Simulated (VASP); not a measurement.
# Ge (P6_3/mmc) in VASP: notebook

Ge is run at these levels: PBEsol; tasks: single point.

Program: VASP 6.6.1. These are calculated values, not measurements. Logs are shortened: lines on timing, memory, paths and dates and some standing lists are left out, and cuts for length are marked.

## (1) The cell of the first run

The structure is hexagonal, space group P6_3/mmc (No. 194). Conventional cell: a = 4.011 Å, b = 4.011 Å, c = 6.621 Å, α = 90.00°, β = 90.00°, γ = 120.00°. Within 3.2 Å of Ge (site symmetry 3m) lie 4 Ge at 2.46 to 2.48 Å.

This isn't the form of Ge at room conditions, which is diamond.

## (2) Single point, PBEsol (23.06 Å³/atom)

File INCAR:

```
ALGO = Normal
EDIFF = 1E-6
ENCUT = 520
GGA = PS
ISIF = 2
ISMEAR = -1
LASPH = T
LCHARG = T
LELF = T
LREAL = F
LVHAR = T
LWAVE = F
NBANDS = 36
NELM = 100
PREC = Accurate
SIGMA = 0.05
```

File KPOINTS:

```
k-points
0
Gamma
  11 11 6
```

File POSCAR:

```
Ge
1.0
    4.0108669568      0.0000000000      0.0000000000
   -2.0054334784      3.4735126758      0.0000000000
    0.0000000000      0.0000000000      6.6213029548
Ge
4
Direct
    0.6666666667      0.3333333333      0.0629012500
    0.3333333333      0.6666666667      0.5629012500
    0.6666666667      0.3333333333      0.4370987500
    0.3333333333      0.6666666667      0.9370987500
```

Potentials or basis: VASP PAW PBE potentials, release 64 (Ge_d).

The run is started by

```sh
$ cat potpaw_PBE.64/Ge_d/POTCAR > POTCAR
$ mpirun -np 1 vasp_std > vasp.out
```

OUTCAR:

```text
EDIFF = 1E-6
   ENCUT = 520
   GGA = PS
   ISIF = 2
   ISMEAR = -1
   LASPH = T
   LREAL = F
   NELM = 100
   PREC = Accurate

 ion  position               nearest neighbor table
   1  0.667  0.333  0.063-   4 2.46   4 2.46   4 2.46   3 2.48
   2  0.333  0.667  0.563-   3 2.46   3 2.46   3 2.46   4 2.48
   3  0.667  0.333  0.437-   2 2.46   2 2.46   2 2.46   1 2.48
   4  0.333  0.667  0.937-   1 2.46   1 2.46   1 2.46   2 2.48

  LATTYP: Found a hexagonal cell.
 ALAT       =     4.0108669568
 C/A-ratio  =     1.6508408347

  Lattice vectors:

 A1 = (   4.0108669568,   0.0000000000,   0.0000000000)
 A2 = (  -2.0054334784,   3.4735126758,   0.0000000000)
 A3 = (   0.0000000000,   0.0000000000,   6.6213029548)

Analysis of symmetry for initial positions (statically):
=====================================================================
 Subroutine PRICEL returns:
 Original cell was already a primitive cell.

 Routine SETGRP: Setting up the symmetry group for a
 hexagonal supercell.

 Subroutine GETGRP returns: Found 24 space group operations
 (whereof 12 operations were pure point group operations)
 out of a pool of 24 trial point group operations.

The static configuration has the point symmetry D_3d.
 The point group associated with its full space group is D_6h.

Analysis of symmetry for dynamics (positions and initial velocities):
=====================================================================
 Subroutine PRICEL returns:
 Original cell was already a primitive cell.

 Routine SETGRP: Setting up the symmetry group for a
 hexagonal supercell.

 Subroutine GETGRP returns: Found 24 space group operations
 (whereof 12 operations were pure point group operations)
 out of a pool of 24 trial point group operations.

The dynamic configuration has the point symmetry D_3d.
 The point group associated with its full space group is D_6h.

 Subroutine INISYM returns: Found 24 space group operations
 (whereof 12 operations are pure point group operations),
 and found     1 'primitive' translations

----------------------------------------------------------------------------------------

                                     Primitive cell

  volume of cell :      92.2467

  direct lattice vectors                    reciprocal lattice vectors
     4.010866957  0.000000000  0.000000000     0.249322655  0.143946502  0.000000000
    -2.005433478  3.473512676  0.000000000     0.000000000  0.287893004  0.000000000
     0.000000000  0.000000000  6.621302955     0.000000000  0.000000000  0.151027676
[... 88 lines left out ...]
   EDIFF  = 0.1E-05   stopping-criterion for ELM
   LREAL  =      F    real-space projection
   EDIFFG = 0.1E-04   stopping-criterion for IOM
   NSW    =      0    number of steps for IOM
   IBRION =     -1    ionic relax: 0-MD 1-quasi-New 2-CG
   NFREE  =      0    steps in history (QN), initial steepest desc. (CG)
   ISIF   =      2    stress and relaxation
   ISYM   =      2    0-nonsym 1-usesym 2-fastsym
   POTIM  = 0.5000    time-step for ionic-motion
   TEBEG  =    0.0;   TEEND  =   0.0 temperature during run
   PSTRESS=    0.0 pullay stress
   NELECT =      56.0000    total number of electrons
   NUPDOWN=      -1.0000    fix difference up-down
   EMIN   =  10.00;   EMAX   =-10.00  energy-range for DOS
   EFERMI =   0.00;   METHOD = LEGACY
   ISMEAR =    -1;   SIGMA  =   0.05  broadening in eV -4-tet -1-fermi 0-gaus
   EFERMI_NEDOS =   21; number of points for ismear=-14 and -15
   IALGO  =     38    algorithm
   IMIX   =      4    mixing-type and parameters
     AMIX     =   0.40;   BMIX     =  1.00
     AMIX_MAG =   1.60;   BMIX_MAG =  1.00
  volume/ion in A,a.u.               =      23.06       155.63
  Fermi-wavevector in a.u.,A,eV,Ry     =   1.386183  2.619506 26.143648  1.921504
  Thomas-Fermi vector in A             =   2.510523
   LORBIT       =      0    0 simple, 1 ext, 2 COOP (PROOUT), +10 PAW based schemes
   GGA     = PS    functional components
   LHFCALC =     F    Hartree Fock is set to
   AEXX    =    0.0000 exact exchange contribution
   IVDW    =     0    specifies the selected vdW correction
   LEPSILON=     F    determine dielectric tensor
   LRPA    =     F    only Hartree local field effects (RPA)
 non-spin polarized calculation
  energy-cutoff  :      520.00
  volume of cell :       92.25
 maximum number of plane-waves:      2539
 NGX is ok and might be reduce to    30
   NGX = 15   NGY = 15   NGZ = 25

 number of electron      56.0000044 magnetization

 Free energy of the ion-electron system (eV)
  ---------------------------------------------------
  ext. energy  EPLUGINS =         0.00000000
  ---------------------------------------------------
  free energy    TOTEN  =       -19.68202281 eV

  energy without entropy =      -19.68080036  energy(sigma->0) =      -19.68141158

 E-fermi :   4.7420     XC(G=0): -10.0359

 val. band max:        4.6773202618   @ k =   0.0000   0.0000   0.1667
 cond. band min:       4.8527618768   @ k =   0.0000   0.0000   0.0000
 fundamental gap:      0.1754416149
 Fermi energy:         4.7420035544

 k-point     1 :       0.0000    0.0000    0.0000
  band No.  band energies     occupation
      1     -20.0927      2.00000
      2     -20.0927      2.00000
      3     -20.0554      2.00000
      4     -20.0554      2.00000
      5     -20.0552      2.00000
      6     -20.0424      2.00000
[... 925 lines left out ...]
     35      10.8348      0.00000
     36      11.4980      0.00000

 [... further k-points ...]

------------------------ aborting loop because EDIFF is reached ----------------------------------------

  FORCE on cell =-STRESS in cart. coord.  units (eV):
  Direction    XX          YY          ZZ          XY          YZ          ZX
  --------------------------------------------------------------------------------------
  -------------------------------------------------------------------------------------
  Total       -0.4483773     -0.4483773     -0.5166210      0.0000000      0.0000000      0.0000000
  in kB       -7.7876000     -7.7876000     -8.9728831      0.0000000      0.0000000      0.0000000
  external PRESSURE =      -8.1826944 kB  Pullay stress =       0.0000000 kB

 VOLUME and BASIS-vectors are now :
 -----------------------------------------------------------------------------
  energy-cutoff  :      520.00
  volume of cell :       92.25
      direct lattice vectors                 reciprocal lattice vectors
     4.010866957  0.000000000  0.000000000     0.249322655  0.143946502  0.000000000
    -2.005433478  3.473512676  0.000000000     0.000000000  0.287893004  0.000000000
     0.000000000  0.000000000  6.621302955     0.000000000  0.000000000  0.151027676

 POSITION                                       TOTAL-FORCE (eV/Angst)
 -----------------------------------------------------------------------------------
      2.00543      1.15784      0.41649        -0.000000      0.000000     -0.002981
     -0.00000      2.31568      3.72714         0.000000     -0.000000     -0.002981
      2.00543      1.15784      2.89416         0.000000      0.000000      0.002981
     -0.00000      2.31568      6.20481         0.000000     -0.000000      0.002981
 -----------------------------------------------------------------------------------
    total drift:                                0.000000     -0.000000      0.000000

  FREE ENERGIE OF THE ION-ELECTRON SYSTEM (eV)
  ---------------------------------------------------
  free  energy   TOTEN  =       -19.6820228098 eV

  energy  without entropy=      -19.6808003570  energy(sigma->0) =      -19.68141158
```

OSZICAR:

```text
N       E                     dE             d eps       ncg     rms          rms(c)
DAV:   1     0.495455958828E+03    0.49546E+03   -0.28453E+04  5380   0.426E+03
DAV:   2     0.667842030392E+02   -0.42867E+03   -0.41777E+03  4608   0.813E+02
DAV:   3    -0.152954308071E+02   -0.82080E+02   -0.81033E+02  5032   0.207E+02
DAV:   4    -0.198780340979E+02   -0.45826E+01   -0.45652E+01  5368   0.572E+01
DAV:   5    -0.199733126455E+02   -0.95279E-01   -0.95242E-01  5156   0.918E+00    0.452E+00
DAV:   6    -0.197752534380E+02    0.19806E+00   -0.98657E-02  5632   0.286E+00    0.256E+00
DAV:   7    -0.196792433713E+02    0.96010E-01   -0.13348E-01  4964   0.270E+00    0.204E-01
DAV:   8    -0.196814525151E+02   -0.22091E-02   -0.15383E-02  5104   0.126E+00    0.104E-01
DAV:   9    -0.196819693495E+02   -0.51683E-03   -0.49285E-04  5400   0.144E-01    0.283E-02
DAV:  10    -0.196820154009E+02   -0.46051E-04   -0.95967E-05  5908   0.123E-01    0.790E-03
DAV:  11    -0.196820222412E+02   -0.68403E-05   -0.10835E-05  4192   0.188E-02    0.292E-03
DAV:  12    -0.196820228098E+02   -0.56859E-06   -0.10565E-06  3600   0.100E-02
   1 F= -.19682023E+02 E0= -.19681412E+02  d E =-.122245E-02
```

stdout:

```text
POSCAR found type information on POSCAR Ge
 POSCAR found :  1 types and       4 ions
 scaLAPACK will be used
 -----------------------------------------------------------------------------
|                                                                             |
|                                                                             |
|     You enforced a specific xc type in the INCAR file but a different       |
|     I HOPE YOU KNOW WHAT YOU ARE DOING!                                     |
|                                                                             |
 -----------------------------------------------------------------------------

 LDA part: xc-table for (Slater+PW92), standard interpolation
 POSCAR, INCAR and KPOINTS ok, starting setup
 FFT: planning ... GRIDC
 FFT: planning ... GRID_SOFT
 FFT: planning ... GRID
 WAVECAR not read
 entering main loop
```

Wall time 2.8 min (1 thread of Intel Xeon Platinum 8259CL at 2.50GHz (Skylake/Cascade Lake), shared host); peak memory 0.29 GiB.

Results:

- Free energy: -19.6820 eV
- Pressure: -0.8 GPa
- Band gap on the k mesh: zero (filled and empty bands touch)

Forces in eV/Å, atoms in the order of the input:
```
Ge   0.000  0.000 -0.003
Ge   0.000  0.000 -0.003
Ge   0.000  0.000  0.003
Ge   0.000  0.000  0.003
```

Caveat: semilocal functionals underestimate gaps, so a narrow gap can read as zero; the PAW data sets were made with another functional, which shifts forces and pressure a little.

(Continued in part 2 of 2.)
